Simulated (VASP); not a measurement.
# Al3GaN4 (R3m) in VASP: further runs

The runs below take Al3GaN4 through single point, with PBEsol.

Everything below comes from runs of VASP 6.6.1. Logs are shortened: lines on timing, memory, paths and dates and some standing lists are left out, and cuts for length are marked.

## 1. The cell of the first run

It takes space group R3m (No. 160, trigonal). The conventional cell has a = 6.232 Å, b = 6.232 Å, c = 7.633 Å, α = 90.00°, β = 90.00°, γ = 120.00°. Al (site symmetry m) has 4 N at 1.90 Å within 2.5 Å. Ga (site symmetry 3m) has 4 N at 1.92 to 2.05 Å within 2.5 Å. N (site symmetry m) has 3 Al at 1.90 Å and 1 Ga at 1.92 Å within 2.5 Å. Within 2.5 Å of N (site symmetry 3m) lie 3 Al at 1.90 Å and 1 Ga at 2.05 Å.

## 2. Single point, PBEsol (all Ga atoms moved -0.100 Å, as atom 4 along Cartesian [1 1 1])

File INCAR:

```
PREC = Accurate
ENCUT = 520
EDIFF = 1E-6
ISMEAR = 0
SIGMA = 0.05
LREAL = F
LASPH = T
NELM = 60
ALGO = Normal
ISIF = 2
LWAVE = F
LCHARG = F
GGA = PS
NBANDS = 31
```

File KPOINTS:

```
Automatic mesh
0
Gamma
  6 6 6
```

File POSCAR:

```
Al3GaN4
1.0
    4.4069948390      0.0000000000      0.0000000000
    0.0000000000      4.4069948390      0.0000000000
    0.0000000000      0.0000000000      4.4069948390
Al Ga N
3 1 4
Direct
    0.5000000000      0.5000000000      0.0000000000
    0.5000000000      0.0000000000      0.5000000000
    0.0000000000      0.5000000000      0.5000000000
   -0.0131007703     -0.0131007703     -0.0131007703
    0.7447077168      0.7447077168      0.2552922832
    0.7447077168      0.2552922832      0.7447077168
    0.2552922832      0.7447077168      0.7447077168
    0.2552922832      0.2552922832      0.2552922832
```

Potentials or basis: VASP PAW PBE potentials, release 64 (Al, Ga_d, N).

Run with:

```console
cat potpaw_PBE.64/Al/POTCAR potpaw_PBE.64/Ga_d/POTCAR potpaw_PBE.64/N/POTCAR > POTCAR
mpirun -np 1 vasp_std > vasp.out
```

OUTCAR:

```text
PREC = Accurate
   ENCUT = 520
   EDIFF = 1E-6
   ISMEAR = 0
   LREAL = F
   LASPH = T
   NELM = 60
   ISIF = 2
   GGA = PS

 ion  position               nearest neighbor table
   1  0.500  0.500  0.000-   5 1.90   6 1.90   7 1.90   8 1.90   4 3.04   3 3.12   2 3.12   2 3.12
                             3 3.12   2 3.12   2 3.12   3 3.12   3 3.12   4 3.12   4 3.12
   2  0.500  0.000  0.500-   5 1.90   6 1.90   7 1.90   8 1.90   4 3.04   3 3.12   1 3.12   1 3.12
                             1 3.12   3 3.12   1 3.12   3 3.12   3 3.12   4 3.12   4 3.12
   3  0.000  0.500  0.500-   5 1.90   6 1.90   7 1.90   8 1.90   4 3.04   2 3.12   1 3.12   1 3.12
                             2 3.12   1 3.12   2 3.12   1 3.12   2 3.12   4 3.12   4 3.12
   4  0.987  0.987  0.987-   5 1.92   6 1.92   7 1.92   8 2.05   2 3.04   3 3.04   1 3.04   2 3.12
                             1 3.12   3 3.12   2 3.12   3 3.12   1 3.12
   5  0.745  0.745  0.255-   1 1.90   2 1.90   3 1.90   4 1.92
   6  0.745  0.255  0.745-   1 1.90   2 1.90   3 1.90   4 1.92
   7  0.255  0.745  0.745-   1 1.90   2 1.90   3 1.90   4 1.92
   8  0.255  0.255  0.255-   1 1.90   2 1.90   3 1.90   4 2.05

  LATTYP: Found a simple cubic cell.
 ALAT       =     4.4069948390

  Lattice vectors:

 A1 = (   4.4069948390,   0.0000000000,   0.0000000000)
 A2 = (   0.0000000000,   4.4069948390,   0.0000000000)
 A3 = (   0.0000000000,   0.0000000000,   4.4069948390)

Analysis of symmetry for initial positions (statically):
=====================================================================
 Subroutine PRICEL returns:
 Original cell was already a primitive cell.

 Routine SETGRP: Setting up the symmetry group for a
 simple cubic supercell.

 Subroutine GETGRP returns: Found  6 space group operations
 (whereof  6 operations were pure point group operations)
 out of a pool of 48 trial point group operations.

The static configuration has the point symmetry C_3v.

Analysis of symmetry for dynamics (positions and initial velocities):
=====================================================================
 Subroutine PRICEL returns:
 Original cell was already a primitive cell.

 Routine SETGRP: Setting up the symmetry group for a
 simple cubic supercell.

 Subroutine GETGRP returns: Found  6 space group operations
 (whereof  6 operations were pure point group operations)
 out of a pool of 48 trial point group operations.

The dynamic configuration has the point symmetry C_3v.

 Subroutine INISYM returns: Found  6 space group operations
 (whereof  6 operations are pure point group operations),
 and found     1 'primitive' translations

----------------------------------------------------------------------------------------

                                     Primitive cell

  volume of cell :      85.5909

  direct lattice vectors                    reciprocal lattice vectors
     4.406994839  0.000000000  0.000000000     0.226911997  0.000000000  0.000000000
     0.000000000  4.406994839  0.000000000     0.000000000  0.226911997  0.000000000
     0.000000000  0.000000000  4.406994839     0.000000000  0.000000000  0.226911997

  length of vectors
     4.406994839  4.406994839  4.406994839     0.226911997  0.226911997  0.226911997

  position of ions in fractional coordinates (direct lattice)
     0.500000000  0.500000000  0.000000000
     0.500000000  0.000000000  0.500000000
     0.000000000  0.500000000  0.500000000
     0.986899230  0.986899230  0.986899230
     0.744707717  0.744707717  0.255292283
     0.744707717  0.255292283  0.744707717
     0.255292283  0.744707717  0.744707717
     0.255292283  0.255292283  0.255292283

  ion indices of the primitive-cell ions
   primitive index   ion index
                 1           1
                 2           2
                 3           3
                 4           4
                 5           5
                 6           6
                 7           7
                 8           8

----------------------------------------------------------------------------------------

 KPOINTS: Automatic mesh

Automatic generation of k-mesh.
 Grid dimensions read from file:
 generate k-points for:    6    6    6

 Generating k-lattice:

  Cartesian coordinates                     Fractional coordinates (reciprocal lattice)
     0.037818666  0.000000000  0.000000000     0.166666667  0.000000000  0.000000000
     0.000000000  0.037818666  0.000000000     0.000000000  0.166666667  0.000000000
     0.000000000  0.000000000  0.037818666     0.000000000  0.000000000  0.166666667

  Length of vectors
     0.037818666  0.037818666  0.037818666

  Shift w.r.t. Gamma in fractional coordinates (k-lattice)
     0.000000000  0.000000000  0.000000000

 Subroutine IBZKPT returns following result:
 ===========================================

 Found     32 irreducible k-points:

 Following reciprocal coordinates:
            Coordinates               Weight
  0.000000  0.000000  0.000000      1.000000
  0.166667  0.000000  0.000000      6.000000
  0.333333  0.000000  0.000000      6.000000
  0.500000  0.000000  0.000000      3.000000
  0.166667  0.166667  0.000000      6.000000
 -0.166667  0.166667  0.000000      6.000000
[... 16 lines left out ...]
 -0.166667  0.333333  0.333333      6.000000
  0.500000  0.333333  0.166667     12.000000
 [... further k-points ...]
   k-points           NKPTS =     32   k-points in BZ     NKDIM =     32   number of bands    NBANDS=     31
   number of dos      NEDOS =    301   number of ions     NIONS =      8
   total plane-waves  NPLWV =  46656
   dimension x,y,z NGX =    36 NGY =   36 NGZ =   36
   dimension x,y,z NGXF=    72 NGYF=   72 NGZF=   72
   ions per type =               3   1   4
   NGX,Y,Z   is equivalent  to a cutoff of  13.58, 13.58, 13.58 a.u.
   NGXF,Y,Z  is equivalent  to a cutoff of  27.16, 27.16, 27.16 a.u.
 SYSTEM =  unknown system
   PREC   = accura    normal or accurate (medium, high low for compatibility)
   ISTART =      0    job   : 0-new  1-cont  2-samecut
   ICHARG =      2    charge: 1-file 2-atom 10-const
   ISPIN  =      1    spin polarized calculation?
   LNONCOLLINEAR =      F non collinear calculations
   LSORBIT =      F    spin-orbit coupling
   LASPH  =      T    aspherical Exc in radial PAW
   ENCUT  =  520.0 eV  38.22 Ry    6.18 a.u.   8.19  8.19  8.19*2*pi/ulx,y,z
   NELM   =     60;   NELMIN=  2; NELMDL= -5     # of ELM steps
   EDIFF  = 0.1E-05   stopping-criterion for ELM
   LREAL  =      F    real-space projection
[... 7 lines left out ...]
   TEBEG  =    0.0;   TEEND  =   0.0 temperature during run
   PSTRESS=    0.0 pullay stress
   NELECT =      42.0000    total number of electrons
   NUPDOWN=      -1.0000    fix difference up-down
   EMIN   =  10.00;   EMAX   =-10.00  energy-range for DOS
   EFERMI =   0.00;   METHOD = LEGACY
   ISMEAR =     0;   SIGMA  =   0.05  broadening in eV -4-tet -1-fermi 0-gaus
   EFERMI_NEDOS =   21; number of points for ismear=-14 and -15
   IALGO  =     38    algorithm
   IMIX   =      4    mixing-type and parameters
     AMIX     =   0.40;   BMIX     =  1.00
     AMIX_MAG =   1.60;   BMIX_MAG =  1.00
  volume/ion in A,a.u.               =      10.70        72.20
  Fermi-wavevector in a.u.,A,eV,Ry     =   1.291265  2.440137 22.685883  1.667365
  Thomas-Fermi vector in A             =   2.423046
   LORBIT       =      0    0 simple, 1 ext, 2 COOP (PROOUT), +10 PAW based schemes
   GGA     = PS    functional components
   LHFCALC =     F    Hartree Fock is set to
   AEXX    =    0.0000 exact exchange contribution
   IVDW    =     0    specifies the selected vdW correction
   LEPSILON=     F    determine dielectric tensor
   LRPA    =     F    only Hartree local field effects (RPA)
 non-spin polarized calculation
 Gauss-broadening in eV      SIGMA  =   0.05
  energy-cutoff  :      520.00
  volume of cell :       85.59
 maximum number of plane-waves:      2325
 NGX is ok and might be reduce to    36
   NGX = 17   NGY = 17   NGZ = 17

 number of electron      41.9999990 magnetization

 Free energy of the ion-electron system (eV)
  ---------------------------------------------------
  ext. energy  EPLUGINS =         0.00000000
  ---------------------------------------------------
  free energy    TOTEN  =       -59.87040638 eV

  energy without entropy =      -59.87040638  energy(sigma->0) =      -59.87040638

 E-fermi :   6.0052     XC(G=0): -11.3279

 val. band max:        5.7182859942   @ k =   0.0000   0.0000   0.0000
 cond. band min:       8.5521096796   @ k =   0.0000   0.0000   0.0000
 fundamental gap:      2.8338236854
 Fermi energy:         6.0052156683

 k-point     1 :       0.0000    0.0000    0.0000
  band No.  band energies     occupation
      1      -9.5692      2.00000
      2      -7.9013      2.00000
      3      -7.9013      2.00000
      4      -7.5919      2.00000
      5      -7.0196      2.00000
      6      -7.0196      2.00000
[... 23 lines left out ...]
     30      17.4973      0.00000
     31      17.4973      0.00000

 k-point     2 :       0.1667    0.0000    0.0000
  band No.  band energies     occupation
      1      -9.4436      2.00000
      2      -7.9494      2.00000
      3      -7.9067      2.00000
      4      -7.6063      2.00000
      5      -7.0181      2.00000
      6      -7.0147      2.00000
[... 23 lines left out ...]
     30      17.6449      0.00000
     31      17.6958      0.00000

 k-point     3 :       0.3333    0.0000    0.0000
  band No.  band energies     occupation
      1      -9.0949      2.00000
      2      -8.1439      2.00000
      3      -7.9174      2.00000
      4      -7.6404      2.00000
      5      -7.0153      2.00000
      6      -7.0011      2.00000
[... 23 lines left out ...]
     30      17.3826      0.00000
     31      17.9363      0.00000

 k-point     4 :       0.5000    0.0000    0.0000
  band No.  band energies     occupation
      1      -8.7165      2.00000
      2      -8.4557      2.00000
      3      -7.9226      2.00000
      4      -7.6593      2.00000
      5      -7.0139      2.00000
      6      -6.9840      2.00000
[... 23 lines left out ...]
     30      16.6742      0.00000
     31      16.9190      0.00000

 k-point     5 :       0.1667    0.1667    0.0000
  band No.  band energies     occupation
      1      -9.3243      2.00000
      2      -7.9864      2.00000
      3      -7.9266      2.00000
      4      -7.6002      2.00000
      5      -7.0151      2.00000
      6      -7.0114      2.00000
[... 23 lines left out ...]
     30      17.5460      0.00000
     31      17.7467      0.00000
[... 542 lines left out ...]
     30      16.4681      0.00000
     31      16.8129      0.00000

 k-point    22 :      -0.3333    0.3333    0.1667
  band No.  band energies     occupation
      1      -8.6606      2.00000
      2      -8.1155      2.00000
      3      -8.0323      2.00000
      4      -7.6318      2.00000
      5      -6.9993      2.00000
      6      -6.9924      2.00000
[... 23 lines left out ...]
     30      16.3993      0.00000
     31      16.8065      0.00000

 k-point    23 :      -0.1667    0.3333    0.3333
  band No.  band energies     occupation
      1      -8.6634      2.00000
      2      -8.1646      2.00000
      3      -7.9520      2.00000
      4      -7.6565      2.00000
      5      -6.9999      2.00000
      6      -6.9919      2.00000
[... 23 lines left out ...]
     30      16.4815      0.00000
     31      16.7928      0.00000

 k-point    24 :       0.5000    0.3333    0.1667
  band No.  band energies     occupation
      1      -8.4223      2.00000
      2      -8.2570      2.00000
      3      -8.0988      2.00000
      4      -7.5298      2.00000
      5      -6.9961      2.00000
      6      -6.9831      2.00000
[... 23 lines left out ...]
     30      16.3753      0.00000
     31      16.7302      0.00000

 [... further k-points ...]
[... 5 lines left out ...]
  --------------------------------------------------------------------------------------
  -------------------------------------------------------------------------------------
  Total        0.1254575      0.1254575      0.1254575     -0.3938649     -0.3938649     -0.3938649
  in kB        2.3484401      2.3484401      2.3484401     -7.3727625     -7.3727625     -7.3727625
  external PRESSURE =       2.3484401 kB  Pullay stress =       0.0000000 kB

 VOLUME and BASIS-vectors are now :
 -----------------------------------------------------------------------------
  energy-cutoff  :      520.00
  volume of cell :       85.59
      direct lattice vectors                 reciprocal lattice vectors
     4.406994839  0.000000000  0.000000000     0.226911997  0.000000000  0.000000000
     0.000000000  4.406994839  0.000000000     0.000000000  0.226911997  0.000000000
     0.000000000  0.000000000  4.406994839     0.000000000  0.000000000  0.226911997

 POSITION                                       TOTAL-FORCE (eV/Angst)
 -----------------------------------------------------------------------------------
      2.20350      2.20350      0.00000        -0.271136     -0.271136      0.199877
      2.20350      0.00000      2.20350        -0.271136      0.199877     -0.271136
      0.00000      2.20350      2.20350         0.199877     -0.271136     -0.271136
      4.34926      4.34926      4.34926         0.886129      0.886129      0.886129
      3.28192      3.28192      1.12507        -0.167021     -0.167021      0.088948
      3.28192      1.12507      3.28192        -0.167021      0.088948     -0.167021
      1.12507      3.28192      3.28192         0.088948     -0.167021     -0.167021
      1.12507      1.12507      1.12507        -0.298639     -0.298639     -0.298639
 -----------------------------------------------------------------------------------
    total drift:                                0.000455      0.000455      0.000461

  FREE ENERGIE OF THE ION-ELECTRON SYSTEM (eV)
  ---------------------------------------------------
  free  energy   TOTEN  =       -59.8704063817 eV

  energy  without entropy=      -59.8704063817  energy(sigma->0) =      -59.87040638
```

It took 90 s on 1 thread of AMD EPYC 7R43 (Zen 3), shared host; peak memory 0.21 GiB.

Results:

| Quantity | Value |
| --- | --- |
| Free energy | -59.8704 eV |
| Pressure | 0.2 GPa |
| Largest force | 1.535 eV/Å |
| Band gap on the k mesh | 2.83 eV, direct |

Forces on the atoms (eV/Å):
```
Al  -0.271 -0.271  0.200
Al  -0.271  0.200 -0.271
Al   0.200 -0.271 -0.271
Ga   0.886  0.886  0.886
N   -0.167 -0.167  0.089
N   -0.167  0.089 -0.167
N    0.089 -0.167 -0.167
N   -0.299 -0.299 -0.299
```

Stress tensor (GPa, compression positive):
```
 0.23 -0.74 -0.74
-0.74  0.23 -0.74
-0.74 -0.74  0.23
```

Levels at points of the mesh, in eV from the valence-band top:
```
           k point  band 17  band 18  band 19  band 20  band 21  band 22  band 23  band 24  band 25  band 26
(0.00, 0.00, 0.00)    -2.04    -2.03    -0.13    -0.13     0.00     2.83     3.37     3.37     3.39     6.81
(0.50, 0.00, 0.00)    -2.66    -1.40    -1.27    -1.12    -0.90     5.24     5.56     5.95     6.04     8.33
(0.50, 0.50, 0.00)    -2.49    -0.97    -0.79    -0.61    -0.48     7.03     7.27     7.49     7.71     7.84
(0.50, 0.50, 0.50)    -0.64    -0.64    -0.59    -0.59    -0.20     5.36     6.79     6.79     6.83     9.07
```

Caveat: the cell differs from its parent crystal (all Ga atoms moved -0.100 Å, as atom 4 along Cartesian [1 1 1]); the PAW data sets were made with another functional, which shifts forces and pressure a little.

## 3. Single point, PBEsol (all Ga atoms moved +0.075 Å, as atom 4 along Cartesian [1 1 1])

File INCAR:

```
SYSTEM = Al3GaN4
  PREC = Accurate
  ENCUT = 520
  EDIFF = 1E-6
  ISMEAR = 0
  SIGMA = 0.05
  LREAL = .FALSE.
  LASPH = .TRUE.
  NELM = 100
  ALGO = Normal
  ISIF = 2
  LWAVE = .FALSE.
  LCHARG = .FALSE.
  GGA = PS
  NBANDS = 31
```

File KPOINTS:

```
regular mesh
0
G
  6 6 6
  0 0 0
```

POSCAR, as its differences from that of step 2:

```diff
@@ -11,3 +11,3 @@
     0.0000000000      0.5000000000      0.5000000000
-   -0.0131007703     -0.0131007703     -0.0131007703
+    0.0098255777      0.0098255777      0.0098255777
     0.7447077168      0.7447077168      0.2552922832
```

Potentials or basis: VASP PAW PBE potentials, release 64 (Al, Ga_d, N).

Run with:

```console
cat potpaw_PBE.64/Al/POTCAR potpaw_PBE.64/Ga_d/POTCAR potpaw_PBE.64/N/POTCAR > POTCAR
mpirun -np 1 vasp_std > vasp.out
```

It took 95 s on 1 thread of AMD EPYC 7R43 (Zen 3), shared host; peak memory 0.2 GiB.

Results (log left out):

```yaml
Free_energy: -59.8964 eV
Pressure: 0.1 GPa
Largest_force: 1.522 eV/Å
Band_gap_on_the_k_mesh: 3.16 eV, indirect (the least direct gap lies 0.4 meV higher)
```

Forces on the atoms (eV/Å):
```
Al   0.200  0.200 -0.143
Al   0.200 -0.143  0.200
Al  -0.143  0.200  0.200
Ga  -0.879 -0.879 -0.879
N    0.132  0.132 -0.058
N    0.132 -0.058  0.132
N   -0.058  0.132  0.132
N    0.415  0.415  0.415
```

Stress tensor (GPa, compression positive):
```
0.14 0.88 0.88
0.88 0.14 0.88
0.88 0.88 0.14
```

Levels at points of the mesh, in eV from the valence-band top:
```
           k point  band 17  band 18  band 19  band 20  band 21  band 22  band 23  band 24  band 25  band 26
(0.00, 0.00, 0.00)    -1.98    -1.97    -0.09     0.00     0.00     3.16     3.16     3.32     3.58     6.87
(0.50, 0.00, 0.00)    -2.64    -1.31    -1.21    -1.05    -0.88     5.43     5.54     5.94     6.13     8.40
(0.50, 0.50, 0.00)    -2.54    -0.88    -0.67    -0.60    -0.45     7.23     7.34     7.42     7.77     7.92
(0.50, 0.50, 0.50)    -0.62    -0.61    -0.61    -0.30    -0.30     5.42     6.85     6.88     6.88     9.30
```

Caveat: the cell differs from its parent crystal (all Ga atoms moved +0.075 Å, as atom 4 along Cartesian [1 1 1]); the PAW data sets were made with another functional, which shifts forces and pressure a little. A k mesh can miss the band edges.

## 4. Single point, PBEsol (all Ga atoms moved -0.050 Å, as atom 4 along Cartesian [1 1 1])

File INCAR:

```
SYSTEM = Al3GaN4
  PREC = Accurate
  ENCUT = 520
  EDIFF = 1E-7
  ISMEAR = 0
  SIGMA = 0.05
  LREAL = .FALSE.
  LASPH = .TRUE.
  NELM = 100
  ALGO = Normal
  ISIF = 2
  LWAVE = .FALSE.
  LCHARG = .TRUE.
  GGA = PS
  LELF = .TRUE.
  LVHAR = .TRUE.
  NBANDS = 31
```

File KPOINTS:

```
Automatic mesh
0
G
  6 6 6
  0 0 0
```

POSCAR, as its differences from that of step 3:

```diff
@@ -11,3 +11,3 @@
     0.0000000000      0.5000000000      0.5000000000
-    0.0098255777      0.0098255777      0.0098255777
+   -0.0065503851     -0.0065503851     -0.0065503851
     0.7447077168      0.7447077168      0.2552922832
```

Run with:

```console
cat potpaw_PBE.64/Al/POTCAR potpaw_PBE.64/Ga_d/POTCAR potpaw_PBE.64/N/POTCAR > POTCAR
mpirun -np 1 vasp_std > vasp.out
```

Run time: 1.8 min. Hardware: 1 thread of AMD EPYC 7R43 (Zen 3), shared host; peak memory 0.21 GiB.

Results (log left out):

```
Free energy            : -59.9299 eV
Pressure               : 0.0 GPa
Largest force          : 0.827 eV/Å
Band gap on the k mesh : 3.09 eV, direct
```

Forces in eV/Å, atoms in the order of the input:
```
Al  -0.135 -0.135  0.099
Al  -0.135  0.099 -0.135
Al   0.099 -0.135 -0.135
Ga   0.477  0.477  0.477
N   -0.082 -0.082  0.039
N   -0.082  0.039 -0.082
N    0.039 -0.082 -0.082
N   -0.182 -0.182 -0.182
```

Stress tensor (GPa, compression positive):
```
 0.03 -0.42 -0.42
-0.42  0.03 -0.42
-0.42 -0.42  0.03
```

Levels at points of the mesh, in eV from the valence-band top:
| k point | band 19 | band 20 | band 21 | band 22 | band 23 | band 24 |
| --- | --- | --- | --- | --- | --- | --- |
| (0.00, 0.00, 0.00) | -0.06 | -0.06 | 0.00 | 3.09 | 3.35 | 3.35 |
| (0.50, 0.00, 0.00) | -1.23 | -1.04 | -0.92 | 5.42 | 5.56 | 5.98 |
| (0.50, 0.50, 0.00) | -0.67 | -0.58 | -0.51 | 7.21 | 7.35 | 7.48 |
| (0.50, 0.50, 0.50) | -0.49 | -0.49 | -0.29 | 5.41 | 6.86 | 6.86 |

Caveat: the cell differs from its parent crystal (all Ga atoms moved -0.050 Å, as atom 4 along Cartesian [1 1 1]); the PAW data sets were made with another functional, which shifts forces and pressure a little. A k mesh can miss the band edges.
